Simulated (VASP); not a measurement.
# Si2W (I4/mmm) in VASP: single point with PBEsol

Aim: the single point of Si2W with PBEsol.

Everything below comes from runs of VASP 6.6.1. Logs are shortened: lines on timing, memory, paths and dates and some standing lists are left out, and cuts for length are marked.

### 1 The cell of the first run

It takes space group I4/mmm (No. 139, tetragonal). The conventional cell has a = 3.214 Å, b = 3.214 Å, c = 7.830 Å, α = 90.00°, β = 90.00°, γ = 90.00°. Within 3.4 Å of Si (site symmetry 4mm) lie 9 Si at 2.59 to 3.21 Å and 5 W at 2.62 Å. W (site symmetry 4/mmm) has 10 Si at 2.62 Å and 4 W at 3.21 Å within 3.4 Å.

### 2 Single point, PBEsol

Contents of INCAR:

```
SYSTEM = Si2W
ALGO = Normal ; EDIFF = 1E-6
ENCUT = 500 ; GGA = PS
GGA_COMPAT = .FALSE. ; ISIF = 2
ISMEAR = 1 ; LASPH = .TRUE.
LCHARG = .FALSE. ; LREAL = .FALSE.
LWAVE = .FALSE. ; NBANDS = 18
NELM = 120 ; PREC = Accurate
SIGMA = 0.3
```

Contents of KPOINTS:

```
k-points
0
G
  6 6 6
  0 0 0
```

Contents of POSCAR:

```
Si2W
1.0
    4.5267080000      0.0000000000      0.0000000000
    2.2450260507      3.9307687987      0.0000000000
   -3.3858670749     -1.9653844281      2.2724993990
Si W
2 1
Direct
    0.3347000000      0.3347000000      0.0000000000
    0.6653000000      0.6653000000      0.0000000000
    0.0000000000      0.0000000000      0.0000000000
```

Potentials or basis: VASP PAW PBE potentials, release 64 (Si, W_sv).

On the command line:

```
> cat potpaw_PBE.64/Si/POTCAR potpaw_PBE.64/W_sv/POTCAR > POTCAR
> mpirun -np 1 vasp_std > vasp.out
```

OUTCAR:

```text
SYSTEM = Si2W
   EDIFF = 1E-6
   ENCUT = 500
   GGA = PS
   ISIF = 2
   ISMEAR = 1
   LASPH = .TRUE.
   LREAL = .FALSE.
   NELM = 120
   PREC = Accurate

 ion  position               nearest neighbor table
   1  0.335  0.335  0.000-   2 2.59   3 2.62   3 2.62   3 2.62   3 2.62   3 2.62   2 2.63   2 2.63
                             2 2.63   2 2.63
   2  0.665  0.665  0.000-   1 2.59   3 2.62   3 2.62   3 2.62   3 2.62   3 2.62   1 2.63   1 2.63
                             1 2.63   1 2.63
   3  0.000  0.000  0.000-   2 2.62   1 2.62   2 2.62   1 2.62   1 2.62   2 2.62   1 2.62   2 2.62
                             1 2.62   2 2.62

  LATTYP: Found a body centered tetragonal cell.
 ALAT       =     3.2137995403
 C/A-ratio  =     2.4363372240

  Lattice vectors:

 A1 = (   4.5267080000,   0.0000000000,   0.0000000000)
 A2 = (   2.2450260507,   3.9307687987,   0.0000000000)
 A3 = (  -3.3858670749,  -1.9653844281,   2.2724993990)

Analysis of symmetry for initial positions (statically):
=====================================================================
 Subroutine PRICEL returns:
 Original cell was already a primitive cell.

 Routine SETGRP: Setting up the symmetry group for a
 body centered tetragonal supercell.

 Subroutine GETGRP returns: Found 16 space group operations
 (whereof 16 operations were pure point group operations)
 out of a pool of 16 trial point group operations.

The static configuration has the point symmetry D_4h.

Analysis of symmetry for dynamics (positions and initial velocities):
=====================================================================
 Subroutine PRICEL returns:
 Original cell was already a primitive cell.

 Routine SETGRP: Setting up the symmetry group for a
 body centered tetragonal supercell.

 Subroutine GETGRP returns: Found 16 space group operations
 (whereof 16 operations were pure point group operations)
 out of a pool of 16 trial point group operations.

The dynamic configuration has the point symmetry D_4h.

 Subroutine INISYM returns: Found 16 space group operations
 (whereof 16 operations are pure point group operations),
 and found     1 'primitive' translations

----------------------------------------------------------------------------------------

                                     Primitive cell

  volume of cell :      40.4356

  direct lattice vectors                    reciprocal lattice vectors
     4.526708000  0.000000000  0.000000000     0.220911090 -0.126171540  0.220022064
     2.245026051  3.930768799  0.000000000     0.000000000  0.254403159  0.220022064
    -3.385867075 -1.965384428  2.272499399     0.000000000  0.000000000  0.440044121

  length of vectors
     4.526708000  4.526708000  4.526708000     0.336349039  0.336349039  0.440044121

  position of ions in fractional coordinates (direct lattice)
     0.334700000  0.334700000  0.000000000
     0.665300000  0.665300000  0.000000000
     0.000000000  0.000000000  0.000000000

  ion indices of the primitive-cell ions
   primitive index   ion index
                 1           1
                 2           2
                 3           3

----------------------------------------------------------------------------------------

 KPOINTS: k-points

Automatic generation of k-mesh.
 Grid dimensions read from file:
 generate k-points for:    6    6    6

 Generating k-lattice:

  Cartesian coordinates                     Fractional coordinates (reciprocal lattice)
     0.036818515 -0.021028590  0.036670344     0.166666667  0.000000000 -0.000000000
     0.000000000  0.042400527  0.036670344     0.000000000  0.166666667 -0.000000000
     0.000000000  0.000000000  0.073340687     0.000000000  0.000000000  0.166666667

  Length of vectors
     0.056058173  0.056058173  0.073340687

  Shift w.r.t. Gamma in fractional coordinates (k-lattice)
     0.000000000  0.000000000  0.000000000

 Subroutine IBZKPT returns following result:
 ===========================================

 Found     30 irreducible k-points:

 Following reciprocal coordinates:
            Coordinates               Weight
  0.000000  0.000000  0.000000      1.000000
  0.166667  0.000000  0.000000      8.000000
  0.333333  0.000000  0.000000      8.000000
  0.500000  0.000000  0.000000      4.000000
  0.166667  0.166667  0.000000      8.000000
  0.333333  0.166667  0.000000     16.000000
[... 16 lines left out ...]
 -0.333333 -0.333333  0.166667      8.000000
 -0.166667 -0.333333  0.166667      8.000000
 [... further k-points ...]
   k-points           NKPTS =     30   k-points in BZ     NKDIM =     30   number of bands    NBANDS=     18
   number of dos      NEDOS =    301   number of ions     NIONS =      3
   total plane-waves  NPLWV =  46656
   dimension x,y,z NGX =    36 NGY =   36 NGZ =   36
   dimension x,y,z NGXF=    72 NGYF=   72 NGZF=   72
   ions per type =               2   1
   NGX,Y,Z   is equivalent  to a cutoff of  13.22, 13.22, 13.22 a.u.
   NGXF,Y,Z  is equivalent  to a cutoff of  26.44, 26.44, 26.44 a.u.
 SYSTEM =  Si2W
   PREC   = accura    normal or accurate (medium, high low for compatibility)
   ISTART =      0    job   : 0-new  1-cont  2-samecut
   ICHARG =      2    charge: 1-file 2-atom 10-const
   ISPIN  =      1    spin polarized calculation?
   LNONCOLLINEAR =      F non collinear calculations
   LSORBIT =      F    spin-orbit coupling
   LASPH  =      T    aspherical Exc in radial PAW
   ENCUT  =  500.0 eV  36.75 Ry    6.06 a.u.   8.25  8.25  8.25*2*pi/ulx,y,z
   NELM   =    120;   NELMIN=  2; NELMDL= -5     # of ELM steps
   EDIFF  = 0.1E-05   stopping-criterion for ELM
   LREAL  =      F    real-space projection
   EDIFFG = 0.1E-04   stopping-criterion for IOM
   NSW    =      0    number of steps for IOM
   IBRION =     -1    ionic relax: 0-MD 1-quasi-New 2-CG
   NFREE  =      0    steps in history (QN), initial steepest desc. (CG)
   ISIF   =      2    stress and relaxation
   ISYM   =      2    0-nonsym 1-usesym 2-fastsym
   POTIM  = 0.5000    time-step for ionic-motion
   TEBEG  =    0.0;   TEEND  =   0.0 temperature during run
   PSTRESS=    0.0 pullay stress
   NELECT =      22.0000    total number of electrons
   NUPDOWN=      -1.0000    fix difference up-down
   EMIN   =  10.00;   EMAX   =-10.00  energy-range for DOS
   EFERMI =   0.00;   METHOD = LEGACY
   ISMEAR =     1;   SIGMA  =   0.30  broadening in eV -4-tet -1-fermi 0-gaus
   EFERMI_NEDOS =   21; number of points for ismear=-14 and -15
   IALGO  =     38    algorithm
   IMIX   =      4    mixing-type and parameters
     AMIX     =   0.40;   BMIX     =  1.00
     AMIX_MAG =   1.60;   BMIX_MAG =  1.00
  volume/ion in A,a.u.               =      13.48        90.96
  Fermi-wavevector in a.u.,A,eV,Ry     =   1.336476  2.525573 24.302289  1.786168
  Thomas-Fermi vector in A             =   2.465100
   LORBIT       =      0    0 simple, 1 ext, 2 COOP (PROOUT), +10 PAW based schemes
   GGA     = PS    functional components
   LHFCALC =     F    Hartree Fock is set to
   AEXX    =    0.0000 exact exchange contribution
   IVDW    =     0    specifies the selected vdW correction
   LEPSILON=     F    determine dielectric tensor
   LRPA    =     F    only Hartree local field effects (RPA)
 non-spin polarized calculation
 Methfessel and Paxton  Order N= 1 SIGMA  =   0.30
  energy-cutoff  :      500.00
  volume of cell :       40.44
 maximum number of plane-waves:      1044
 NGX is ok and might be reduce to    36
   NGX = 17   NGY = 17   NGZ = 17

 number of electron      21.9999999 magnetization

 Free energy of the ion-electron system (eV)
  ---------------------------------------------------
  ext. energy  EPLUGINS =         0.00000000
  ---------------------------------------------------
  free energy    TOTEN  =       -26.64150092 eV

  energy without entropy =      -26.64776827  energy(sigma->0) =      -26.64359003

 E-fermi :  11.8196     XC(G=0): -12.6061

 val. band max:       11.6612154513   @ k =  -0.3333   0.3333   0.3333
 cond. band min:      12.0354262045   @ k =  -0.3333   0.5000   0.3333
 fundamental gap:      0.3742107531
 Fermi energy:        11.8195848711

 k-point     1 :       0.0000    0.0000    0.0000
  band No.  band energies     occupation
      1     -61.9394      2.00000
      2     -26.2101      2.00000
      3     -26.1803      2.00000
      4     -26.1803      2.00000
      5      -2.2114      2.00000
      6       4.9968      2.00000
[... 10 lines left out ...]
     17      17.5649     -0.00000
     18      17.5649     -0.00000

 k-point     2 :       0.1667    0.0000    0.0000
  band No.  band energies     occupation
      1     -61.9375      2.00000
      2     -26.2358      2.00000
      3     -26.2060      2.00000
      4     -26.1752      2.00000
      5      -1.6864      2.00000
      6       4.9862      2.00000
[... 10 lines left out ...]
     17      17.8992      0.00000
     18      19.0960      0.00000

 k-point     3 :       0.3333    0.0000    0.0000
  band No.  band energies     occupation
      1     -61.9337      2.00000
      2     -26.3451      2.00000
      3     -26.1976      2.00000
      4     -26.1651      2.00000
      5      -0.2144      2.00000
      6       4.0212      2.00000
[... 10 lines left out ...]
     17      19.0698      0.00000
     18      20.6214      0.00000

 k-point     4 :       0.5000    0.0000    0.0000
  band No.  band energies     occupation
      1     -61.9317      2.00000
      2     -26.3989      2.00000
      3     -26.1934      2.00000
      4     -26.1600      2.00000
      5       1.7960      2.00000
      6       2.0065      2.00000
[... 375 lines left out ...]
      4     -26.1654      2.00000
      5       0.5259      2.00000
      6       3.2372      2.00000
[... 10 lines left out ...]
     17      18.0851      0.00000
     18      20.4853      0.00000

 k-point    23 :      -0.3333   -0.3333    0.1667
  band No.  band energies     occupation
      1     -61.9355      2.00000
      2     -26.2329      2.00000
      3     -26.2285      2.00000
      4     -26.2094      2.00000
      5      -0.2133      2.00000
      6       2.8805      2.00000
[... 10 lines left out ...]
     17      18.8226      0.00000
     18      20.5261      0.00000

 k-point    24 :      -0.1667   -0.3333    0.1667
  band No.  band energies     occupation
      1     -61.9374      2.00000
      2     -26.2364      2.00000
      3     -26.2123      2.00000
      4     -26.1757      2.00000
      5      -1.0892      2.00000
      6       3.3954      2.00000
[... 10 lines left out ...]
     17      18.8350      0.00000
     18      19.0248      0.00000

 [... further k-points ...]

------------------------ aborting loop because EDIFF is reached ----------------------------------------

  FORCE on cell =-STRESS in cart. coord.  units (eV):
  Direction    XX          YY          ZZ          XY          YZ          ZX
  --------------------------------------------------------------------------------------
  -------------------------------------------------------------------------------------
  Total       -0.4392206     -0.4630926     -0.4752234      0.0208985      0.0000000      0.0000000
  in kB      -17.4032162    -18.3490949    -18.8297546      0.8280595      0.0000002      0.0000004
  external PRESSURE =     -18.1940219 kB  Pullay stress =       0.0000000 kB

 VOLUME and BASIS-vectors are now :
 -----------------------------------------------------------------------------
  energy-cutoff  :      500.00
  volume of cell :       40.44
      direct lattice vectors                 reciprocal lattice vectors
     4.526708000  0.000000000  0.000000000     0.220911090 -0.126171540  0.220022064
     2.245026051  3.930768799  0.000000000     0.000000000  0.254403159  0.220022064
    -3.385867075 -1.965384428  2.272499399     0.000000000  0.000000000  0.440044121

 POSITION                                       TOTAL-FORCE (eV/Angst)
 -----------------------------------------------------------------------------------
      2.26650      1.31563      0.00000        -0.013850     -0.008039      0.000000
      4.50523      2.61514      0.00000         0.013850      0.008039     -0.000000
      0.00000      0.00000      0.00000         0.000000      0.000000      0.000000
 -----------------------------------------------------------------------------------
    total drift:                                0.000000      0.000000     -0.000000

  FREE ENERGIE OF THE ION-ELECTRON SYSTEM (eV)
  ---------------------------------------------------
  free  energy   TOTEN  =       -26.6415009162 eV

  energy  without entropy=      -26.6477682707  energy(sigma->0) =      -26.64359003
```

Run time: 43 s. Hardware: 1 thread of Intel Xeon 8259CL, shared host; peak memory 0.21 GiB.

Results:

- Free energy: -26.6415 eV
- Pressure: -1.8 GPa
- Largest force: 0.016 eV/Å
- Band gap on the k mesh: zero (bands 11 and 12 overlap by 1.25 eV)

Forces on the atoms (eV/Å):
```
Si  -0.014 -0.008  0.000
Si   0.014  0.008  0.000
W    0.000  0.000  0.000
```

Levels at points of the mesh, in eV from the Fermi level:
```csv
k point,band 9,band 10,band 11,band 12,band 13,band 14
"(0.00, 0.00, 0.00)",-2.80,-2.80,0.65,2.80,2.95,3.12
"(0.50, 0.00, 0.00)",-2.76,-2.74,-0.40,2.73,2.84,3.98
"(0.50, 0.50, 0.00)",-4.98,-3.22,-1.71,2.86,3.00,3.15
"(0.50, 0.50, 0.50)",-0.79,-0.79,-0.46,-0.46,0.83,4.56
```

Caveat: so wide a smearing shifts energies and pressures; the PAW data sets were made with another functional, which shifts forces and pressure a little; spin-orbit coupling is left out, which moves the levels of the heavy elements.
